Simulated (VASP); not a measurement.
A run of VASP 6.6.1 is set up as follows.

Contents of POSCAR:

```
ZnS
1.0
    3.6431478913      0.0000000000      0.0000000000
   -1.8215739456      3.1550586236      0.0000000000
    0.0000000000      0.0000000000      6.0008795477
Zn S
2 2
Direct
    0.3333333333      0.6666666667      0.0060894717
    0.6666666667      0.3333333333      0.5060894717
    0.3333333333      0.6666666667      0.3789105283
    0.6666666667      0.3333333333      0.8789105283
```

INCAR.step1

```
ALGO = Normal
EDIFF = 1E-4
ENCUT = 520
GGA = PE
ISMEAR = 0
LASPH = True
LCHARG = False
LREAL = False
LWAVE = True
NBANDS = 26
NELM = 100
PREC = Accurate
SIGMA = 0.02
```

Contents of INCAR.step2:

```
ALGO = Normal
EDIFF = 1E-7
ENCUT = 520
ISIF = 2
ISMEAR = 0
ISTART = 1
LASPH = True
LCHARG = True
LELF = True
LMIXTAU = True
LREAL = False
LVHAR = True
LWAVE = False
METAGGA = R2SCAN
NBANDS = 26
NELM = 100
PREC = Accurate
SIGMA = 0.02
```

KPOINTS

```
k-points
0
Gamma
  6 6 4
```

Potentials or basis: VASP PAW PBE potentials, release 64 (Zn, S).

The run is started by

```bash
$ cat potpaw_PBE.64/Zn/POTCAR potpaw_PBE.64/S/POTCAR > POTCAR
$ cp INCAR.step1 INCAR
$ mpirun -np 1 vasp_std > vasp.out
$ cp INCAR.step2 INCAR
$ mpirun -np 1 vasp_std > vasp.out
```

(1) What does it give for the band gap on the k mesh?

(2) Predict the largest force.

## Answers

(1) 3.41 eV.

(2) 0.005 eV/Å.

Caveat: the PAW data sets were made with another functional, which shifts forces and pressure a little.
